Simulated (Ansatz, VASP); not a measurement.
One calculation of Lu, two programs

```
Lu
1.0
     4.19881    0.00000    0.00000
    -2.09940    3.63627    0.00000
     0.00000    0.00000    2.45648
Lu
3
Direct
  0.00000 0.00000 0.00000
  0.33333 0.66667 0.50000
  0.66667 0.33333 0.50000
```

Alike in both runs: task single point; functional PBE; k mesh 7 × 7 × 10; occupations fermi-dirac, width 0.1 eV; collinear spin.

```csv
,VASP,Ansatz
version,VASP 6.6.1,Ansatz 0.2.0
potentials or method,"VASP PAW PBE potentials, release 64 (Lu)","PAW with Ansatz's default frozen-core files, scalar-relativistic"
plane-wave cutoff (eV),520,420
valence electrons in the cell,75,75
```

|  | VASP | Ansatz | Ansatz less VASP |
| --- | --- | --- | --- |
| gap on the k mesh at the Fermi level (eV) | none | none | - |
| net moment per atom (μB) | 0.00 | 0.00 | 0.000 |

A gap of «none» marks a metal or a gap that the smearing closes. With one functional, cell and mesh, what is left measures potentials, basis and numerics. Ansatz's warnings: eigensolver not converged, moment headroom below auto, seeded moment not kept.

Neither program's run includes spin-orbit coupling.
